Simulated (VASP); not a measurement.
# Pb: single point with PBE

Pb:

```
CELL_PARAMETERS angstrom
0.00000 2.51954 2.51954
2.51954 0.00000 2.51954
2.51954 2.51954 0.00000
ATOMIC_POSITIONS crystal
Pb 0.00000 0.00000 0.00000
```

- Program: VASP 6.6.1
- Task: single point
- Functional: PBE
- Potentials or basis: VASP PAW PBE potentials, release 64 (Pb_d)
- Cutoff: 520 eV
- k mesh: 14 × 14 × 14
- Occupations: gaussian, width 0.1 eV
- Spin: no spin polarisation

The pressure is 0.0 GPa and the band gap on the k mesh is zero (band 7 reaches 13.70 eV, above the bottom of band 8 at 5.25 eV).

Levels at points of the mesh, in eV from the Fermi level:
```csv
k point,band 3,band 4,band 5,band 6,band 7,band 8,band 9,band 10,band 11,band 12
"(0.00, 0.00, 0.00)",-17.04,-16.93,-16.93,-11.41,6.99,6.99,6.99,9.72,10.66,12.09
"(0.50, 0.00, 0.00)",-17.03,-16.81,-16.81,-8.09,-3.95,5.28,5.28,8.99,9.19,10.88
"(0.50, 0.50, 0.00)",-16.82,-16.78,-16.78,-6.80,-3.07,1.98,1.98,5.22,6.48,17.95
```

It took 24 s on 1 thread of Intel(R) Xeon(R) 6975P-C (Granite Rapids) (shared host), peak memory 0.18 GiB.

Caveat: spin-orbit coupling is left out, which moves the levels of the heavy elements.
